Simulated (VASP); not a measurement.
Input of a VASP 6.6.1 run:

The input INCAR:

```
SYSTEM = Na
  ALGO = Normal
  EDIFF = 1E-6
  ENCUT = 500
  GGA = PS
  GGA_COMPAT = .FALSE.
  ISIF = 2
  ISMEAR = -1
  LASPH = .TRUE.
  LCHARG = .FALSE.
  LREAL = .FALSE.
  LWAVE = .FALSE.
  NBANDS = 10
  NELM = 120
  PREC = Accurate
  SIGMA = 0.1
```

The input KPOINTS:

```
k-points
0
G
  7 7 7
  0 0 0
```

The input POSCAR:

```
Na
1.0
   -1.8882900000      1.8882900000      2.6372800000
    1.8882900000     -1.8882900000      2.6372800000
    1.8882900000      1.8882900000     -2.6372800000
Na
1
Direct
    0.0000000000      0.0000000000      0.0000000000
```

Potentials or basis: VASP PAW PBE potentials, release 64 (Na_pv).

Run with:

```bash
$ cat potpaw_PBE.64/Na_pv/POTCAR > POTCAR
$ mpirun -np 1 vasp_std > vasp.out
```

Problem. Predict the pressure.

Solution. -0.3 GPa.

Stress tensor (GPa, compression positive):
```
-0.35  0.00  0.00
 0.00 -0.35  0.00
 0.00  0.00 -0.25
```

Caveat: the PAW data sets were made with another functional, which shifts forces and pressure a little.
